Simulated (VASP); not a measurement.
MgO: vibrations by perturbation theory with PBEsol

Crystal: MgO.

```
Mg O
1.0
     0.00000    2.03616    2.03616
     2.03616    0.00000    2.03616
     2.03616    2.03616    0.00000
Mg O
1 1
Direct
  0.00000 0.00000 0.00000
  0.50000 0.50000 0.50000
```

* Program: VASP 6.6.1
* Task: vibrations by perturbation theory
* Functional: PBEsol
* Potentials or basis: VASP PAW PBE potentials, release 64 (Mg, O)
* Cutoff: 520 eV
* k mesh: 10 × 10 × 10
* Occupations: gaussian, width 0.01 eV
* Spin: no spin polarisation
* Dipole correction: no
* Further INCAR settings: ALGO = Normal; EDIFF = 1e-08; NBANDS = 11; IBRION = 8; NSW = 1

| Quantity | Value |
| --- | --- |
| Electronic dielectric tensor (diagonal) | 3.05 |
| Born charges (mean of the diagonal) | Mg +1.92; O -1.92 e |
| Highest phonon frequency at Γ, LO-TO splitting left out | 489 cm⁻¹ |

Phonon frequencies in cm⁻¹ (negative: imaginary):
| q point | frequencies |
| --- | --- |
| (0.000, 0.000, 0.000) | 0 0 0 489 489 489 |

Electronic dielectric tensor:
```
3.05 0.00 0.00
0.00 3.05 0.00
0.00 0.00 3.05
```

Born effective charge tensors (e):
atom 1, Mg
```
1.92 0.00 0.00
0.00 1.92 0.00
0.00 0.00 1.92
```
atom 2, O
```
-1.92  0.00  0.00
 0.00 -1.92  0.00
 0.00  0.00 -1.92
```

Wall time 53 s on 1 thread of Intel(R) Xeon(R) 6975P-C (Granite Rapids), with other jobs on the host, peak memory 0.18 GiB.

Caveat: the cell wasn't relaxed at this level first, which shifts response properties.
